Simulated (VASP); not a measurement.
# Pt in VASP: a series of runs, part 2 of 2

VASP 6.6.1. The steps go on from the part before.

## 3. Single point, r2SCAN

Input file POSCAR:

```
Pt
1.0
    2.7861568203      0.0000000000      0.0000000000
   -1.3930784101      2.4128825853      0.0000000000
    0.0000000000      0.0000000000     24.0995500708
Pt
5
Direct
    0.6666666667      0.3333333333      0.3112091295
    0.3333333333      0.6666666667      0.4056045648
    0.0000000000      0.0000000000      0.5000000000
    0.6666666667      0.3333333333      0.5943954352
    0.3333333333      0.6666666667      0.6887908705
```

Input file INCAR.step1:

```
PREC = Accurate ; ENCUT = 520
ISMEAR = 1 ; SIGMA = 0.2
LREAL = F ; LASPH = T
NELM = 80 ; LDIPOL = T
IDIPOL = 3 ; DIPOL = 0.5 0.5 0.500
NBANDS = 33 ; GGA = PE
ALGO = Normal ; EDIFF = 1E-4
LWAVE = T ; LCHARG = F
```

Input file INCAR.step2:

```
PREC = Accurate ; ENCUT = 520
EDIFF = 1E-6 ; ISMEAR = 1
SIGMA = 0.2 ; LREAL = F
LASPH = T ; NELM = 80
ALGO = Normal ; ISIF = 2
LWAVE = F ; LCHARG = F
LDIPOL = T ; IDIPOL = 3
DIPOL = 0.5 0.5 0.500 ; METAGGA = R2SCAN
LMIXTAU = T ; NBANDS = 33
ISTART = 1
```

Input file KPOINTS:

```
Automatic mesh
0
Gamma
  15 15 1
```

Potentials or basis: VASP PAW PBE potentials, release 64 (Pt).

On the command line:

```
> cat potpaw_PBE.64/Pt/POTCAR > POTCAR
> cp INCAR.step1 INCAR
> mpirun -np 1 vasp_std > vasp.out
> cp INCAR.step2 INCAR
> mpirun -np 1 vasp_std > vasp.out
```

OUTCAR:

```text
PREC = Accurate
   ENCUT = 520
   EDIFF = 1E-6
   ISMEAR = 1
   LREAL = F
   LASPH = T
   NELM = 80
   ISIF = 2
   METAGGA = R2SCAN
   ISTART = 1

 ion  position               nearest neighbor table
   1  0.667  0.333  0.311-   2 2.79   2 2.79   2 2.79
   2  0.333  0.667  0.406-   3 2.79   3 2.79   3 2.79   1 2.79   1 2.79   1 2.79
   3  0.000  0.000  0.500-   2 2.79   4 2.79   2 2.79   4 2.79   4 2.79   2 2.79
   4  0.667  0.333  0.594-   3 2.79   3 2.79   3 2.79   5 2.79   5 2.79   5 2.79
   5  0.333  0.667  0.689-   4 2.79   4 2.79   4 2.79

  LATTYP: Found a hexagonal cell.
 ALAT       =     2.7861568203
 C/A-ratio  =     8.6497464519

  Lattice vectors:

 A1 = (   2.7861568203,   0.0000000000,   0.0000000000)
 A2 = (  -1.3930784101,   2.4128825853,   0.0000000000)
 A3 = (   0.0000000000,   0.0000000000,  24.0995500708)

Analysis of symmetry for initial positions (statically):
=====================================================================
 Subroutine PRICEL returns:
 Original cell was already a primitive cell.

 Routine SETGRP: Setting up the symmetry group for a
 hexagonal supercell.

 Subroutine GETGRP returns: Found 12 space group operations
 (whereof 12 operations were pure point group operations)
 out of a pool of 24 trial point group operations.

The static configuration has the point symmetry D_3d.

Analysis of symmetry for dynamics (positions and initial velocities):
=====================================================================
 Subroutine PRICEL returns:
 Original cell was already a primitive cell.

 Routine SETGRP: Setting up the symmetry group for a
 hexagonal supercell.

 Subroutine GETGRP returns: Found 12 space group operations
 (whereof 12 operations were pure point group operations)
 out of a pool of 24 trial point group operations.

The dynamic configuration has the point symmetry D_3d.

 Subroutine INISYM returns: Found 12 space group operations
 (whereof 12 operations are pure point group operations),
[... 130 lines left out ...]
   IVDW    =     0    specifies the selected vdW correction
   LEPSILON=     F    determine dielectric tensor
   LRPA    =     F    only Hartree local field effects (RPA)
 non-spin polarized calculation
 Methfessel and Paxton  Order N= 1 SIGMA  =   0.20
  energy-cutoff  :      520.00
  volume of cell :      162.01
 maximum number of plane-waves:      4393
 NGX is ok and might be reduce to    24
   NGX = 11   NGY = 11   NGZ = 89

 dipolmoment           0.000000      0.000000      0.000000 electrons x Angstroem

 number of electron      50.0000002 magnetization

 dipolmoment           0.000000      0.000000     -0.000000 electrons x Angstroem

 Free energy of the ion-electron system (eV)
  ---------------------------------------------------
  ext. energy  EPLUGINS =         0.00000000
  ---------------------------------------------------
  free energy    TOTEN  =      -256.09453684 eV

  energy without entropy =     -256.06435153  energy(sigma->0) =     -256.08447507

 E-fermi :   1.9977     XC(G=0):  -7.5202

 val. band max:        1.9844595739   @ k =   0.4667  -0.0000   0.0000
 cond. band min:       2.0075468845   @ k =   0.1333  -0.0000   0.0000
 fundamental gap:      0.0230873107
 Fermi energy:         1.9976948274

 k-point     1 :       0.0000    0.0000    0.0000
  band No.  band energies     occupation
      1      -7.9444      2.00000
      2      -6.9305      2.00000
      3      -5.8482      2.00000
      4      -5.2378      2.00000
      5      -5.1883      2.00000
      6      -1.9899      2.00000
[... 853 lines left out ...]
     32       8.7910      0.00000
     33       9.1562      0.00000

 [... further k-points ...]

------------------------ aborting loop because EDIFF is reached ----------------------------------------

 vacuum level on the upper side and lower side of the slab       (xc-potential included)        -0.043        -0.043

  FORCE on cell =-STRESS in cart. coord.  units (eV):
  Direction    XX          YY          ZZ          XY          YZ          ZX
  --------------------------------------------------------------------------------------
  -------------------------------------------------------------------------------------
  Total       -4.3249286     -4.3249286      0.3409497     -0.0000000      0.0000000      0.0000000
  in kB      -42.7699604    -42.7699604      3.3717102     -0.0000000      0.0000000      0.0000000
  external PRESSURE =     -27.3894035 kB  Pullay stress =       0.0000000 kB

 VOLUME and BASIS-vectors are now :
 -----------------------------------------------------------------------------
  energy-cutoff  :      520.00
  volume of cell :      162.01
      direct lattice vectors                 reciprocal lattice vectors
     2.786156820  0.000000000  0.000000000     0.358917342  0.207221024  0.000000000
    -1.393078410  2.412882585  0.000000000     0.000000000  0.414442048  0.000000000
     0.000000000  0.000000000 24.099550071     0.000000000  0.000000000  0.041494551

 POSITION                                       TOTAL-FORCE (eV/Angst)
 -----------------------------------------------------------------------------------
      1.39308      0.80429      7.50000         0.000000     -0.000000     -0.185961
     -0.00000      1.60859      9.77489         0.000000      0.000000      0.288836
      0.00000      0.00000     12.04978         0.000000      0.000000     -0.000000
      1.39308      0.80429     14.32466        -0.000000      0.000000     -0.288836
     -0.00000      1.60859     16.59955        -0.000000      0.000000      0.185961
 -----------------------------------------------------------------------------------
    total drift:                               -0.000000      0.000000     -0.000000

  FREE ENERGIE OF THE ION-ELECTRON SYSTEM (eV)
  ---------------------------------------------------
  free  energy   TOTEN  =      -256.0945368424 eV

  energy  without entropy=     -256.0643515327  energy(sigma->0) =     -256.08447507

 vacuum level on the upper side and lower side of the slab         7.728         7.728
```

OSZICAR.step1:

```text
N       E                     dE             d eps       ncg     rms          rms(c)
DAV:   1     0.330364443939E+03    0.33036E+03   -0.23415E+04  1782   0.134E+03
DAV:   2    -0.169487438518E+02   -0.34731E+03   -0.32148E+03  2189   0.281E+02
DAV:   3    -0.308678518063E+02   -0.13919E+02   -0.13205E+02  2100   0.528E+01
DAV:   4    -0.311762378141E+02   -0.30839E+00   -0.30705E+00  2189   0.820E+00
DAV:   5    -0.311831920706E+02   -0.69543E-02   -0.69472E-02  2195   0.122E+00    0.247E+01
DAV:   6    -0.309088837406E+02    0.27431E+00   -0.10977E+01  2055   0.214E+01    0.206E+01
DAV:   7    -0.368750761709E+02   -0.59662E+01   -0.32563E+01  1920   0.484E+01    0.239E+01
DAV:   8    -0.316771420885E+02    0.51979E+01   -0.16279E+01  2044   0.229E+01    0.125E+01
DAV:   9    -0.298333515708E+02    0.18438E+01   -0.99796E+00  1968   0.231E+01    0.885E+00
DAV:  10    -0.294490834119E+02    0.38427E+00   -0.36988E+00  2036   0.122E+01    0.504E+00
DAV:  11    -0.292981106697E+02    0.15097E+00   -0.12666E+00  2015   0.797E+00    0.259E+00
DAV:  12    -0.292857905034E+02    0.12320E-01   -0.30680E-02  1981   0.104E+00    0.209E+00
DAV:  13    -0.292662763263E+02    0.19514E-01   -0.13983E-02  2109   0.845E-01    0.125E+00
DAV:  14    -0.292536936959E+02    0.12583E-01   -0.59471E-02  2038   0.168E+00    0.369E-01
DAV:  15    -0.292530286235E+02    0.66507E-03   -0.60435E-03  2044   0.582E-01    0.153E-01
DAV:  16    -0.292529042438E+02    0.12438E-03   -0.20602E-04  1373   0.908E-02    0.671E-02
DAV:  17    -0.292528725732E+02    0.31671E-04   -0.18447E-04  1365   0.926E-02
   1 F= -.29252873E+02 E0= -.29242327E+02  d E =-.316360E-01
```

Wall time 30 min (1 thread of Intel Xeon 8259CL, shared host); peak memory 0.41 GiB.

Results:

| Quantity | Value |
| --- | --- |
| Free energy | -256.0945 eV |
| Largest force | 0.289 eV/Å |
| Band gap on the k mesh | zero (bands 25 and 26 overlap by 1.59 eV) |

Forces in eV/Å, atoms in the order of the input:
```
Pt   0.000  0.000 -0.186
Pt   0.000  0.000  0.289
Pt   0.000  0.000  0.000
Pt   0.000  0.000 -0.289
Pt   0.000  0.000  0.186
```

Caveat: the PAW data sets were made with another functional, which shifts forces and pressure a little; spin-orbit coupling is left out, which moves the levels of the heavy elements.
